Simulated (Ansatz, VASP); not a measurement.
## Zn in VASP and in Ansatz

```
CELL_PARAMETERS angstrom
0.00000 2.77460 2.77460
2.77460 0.00000 2.77460
2.77460 2.77460 0.00000
ATOMIC_POSITIONS crystal
Zn 0.12500 0.12500 0.12500
Zn 0.87500 0.87500 0.87500
```

Alike in both runs: task single point; functional LDA; k mesh 11 × 11 × 11; occupations fermi-dirac, width 0.1 eV; no spin polarisation.

|  | VASP | Ansatz |
| --- | --- | --- |
| version | VASP 6.6.1 | Ansatz 0.2.0 |
| potentials or method | VASP PAW LDA potentials, release 64 (Zn), cutoff 520 eV | plane waves (420 eV) with PAW, scalar-relativistic |
| valence electrons in the cell | 24 | 24 |

VASP gave:

| Item | Value |
| --- | --- |
| pressure (GPa) | 0.4 |

**Question.** Which values does Ansatz return?

**Answer.** Pressure (GPa): 0.0.

Ansatz warns that its potentials were made for another functional, while VASP's fit it. LDA's correlation is that of Perdew and Zunger in VASP and of Perdew and Wang (1992) in Ansatz.
